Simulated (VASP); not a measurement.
CoSi2 (MoSi2 type): single point with PBE

Crystal: CoSi2 (MoSi2 type).

```xyz
3
Lattice="-1.4617 1.4617 3.3538 1.4617 -1.4617 3.3538 1.4617 1.4617 -3.3538" Properties=species:S:1:pos:R:3 pbc="T T T"
Co    0.0000    0.0000    0.0000
Si    0.0000    0.0000    2.2484
Si    0.0000    0.0000   -2.2484
```

```yaml
Program: VASP 6.6.1
Task: single point
Functional: PBE
Potentials_or_basis: VASP PAW PBE potentials, release 64 (Co_sv, Si)
Cutoff: 690 eV
k_mesh: 16 × 16 × 16
Occupations: fermi-dirac, width 0.1 eV
Spin: no spin polarisation
Dipole_correction: no
Further_INCAR_settings: ALGO = Normal; EDIFF = 1e-06; NBANDS = 20
```

| Item | Value |
| --- | --- |
| Pressure | 65.2 GPa |
| Largest force | 0.004 eV/Å |
| Band gap on the k mesh | zero (an odd number of electrons rules out a gap without spin polarisation) |

Forces in eV/Å, atoms in the order of the input:
```
Co   0.000  0.000  0.000
Si   0.000  0.000  0.004
Si   0.000  0.000 -0.004
```

Levels at points of the mesh, in eV from the Fermi level:
```
           k point  band 10  band 11  band 12  band 13  band 14  band 15  band 16  band 17
(0.00, 0.00, 0.00)    -3.70    -2.51     0.41     2.21     2.63     2.63     2.63     2.63
(0.50, 0.00, 0.00)    -4.07    -3.06    -1.48     0.96     2.89     4.34     4.61     7.12
(0.50, 0.50, 0.00)    -4.18    -4.11    -1.49    -1.00    -0.06     0.96     3.86     4.79
(0.50, 0.50, 0.50)    -2.92    -2.42    -1.88    -1.88     3.45     4.38     9.08     9.53
```

Wall time 6 min on 1 thread of Intel(R) Xeon(R) Platinum 8259CL CPU @ 2.50GHz (Skylake/Cascade Lake) (shared host), peak memory 0.41 GiB.

Caveat: the cell stands under pressure; an odd number of electrons without spin polarisation forces a metal; a magnetic or distorted state may lie lower. Spin polarisation is off, so any magnetic state and its effect on volume and gap are missing.
